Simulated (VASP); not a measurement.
Runs of VASP 6.6.1 on HgTe. The structure is that of space group I-4m2 (No. 119), or close to it. The cells are those of the table. 

```csv
task,level,potentials or basis,cell,cutoff (eV),gap on the mesh (eV),pressure (GPa),relaxed volume (Å³/atom)
single point,BLYP+D3(BJ),"VASP PAW PBE potentials, release 64 (Hg, Te)","a = 4.411 Å, angles 98.6, 98.6, 134.4°, 2 atoms",520,none,0.3,-
relaxation of cell and atoms,PBEsol+D3(BJ),"VASP PAW PBE potentials, release 64 (Hg, Te)","relaxed from a = 4.581 Å, angles 96.7, 96.7, 140.2°, 2 atoms",600,none,0.0,25.83
relaxation of cell and atoms,BLYP+D3(BJ),"VASP PAW PBE potentials, release 64 (Hg, Te)","relaxed from a = 4.581 Å, angles 96.7, 96.7, 140.2°, 2 atoms",600,none,0.0,28.50
single point,PBEsol+D3(BJ),"VASP PAW PBE potentials, release 64 (Hg, Te)","a = 4.286 Å, angles 98.4, 98.4, 134.9°, 2 atoms",520,none,0.2,-
single point,LDA,"VASP PAW LDA potentials, release 64 (Hg, Te)","a = 4.298 Å, angles 98.7, 98.7, 134.1°, 2 atoms",520,none,0.3,-
relaxation of cell and atoms,LDA,"VASP PAW LDA potentials, release 64 (Hg, Te)","relaxed from a = 4.581 Å, angles 96.7, 96.7, 140.2°, 2 atoms",600,none,-0.1,(a)
```

Alike in all rows: no spin polarisation; k mesh 6 × 6 × 6; smearing fermi-dirac 0.05 eV.

Task: Fill in the values left out.

Result: (a) 26.43.

Caveats: some runs use coarse meshes; spin-orbit coupling is left out, which moves the levels of the heavy elements; the PAW data sets were made with another functional, which shifts forces and pressure a little (some runs); pairwise dispersion overbinds metals, which lowers pressure and volume (some runs).

A k mesh can miss the band edges, and the runs leave out spin-orbit coupling on Hg, Te.

A gap of «none» marks levels without a gap at the run's occupations.
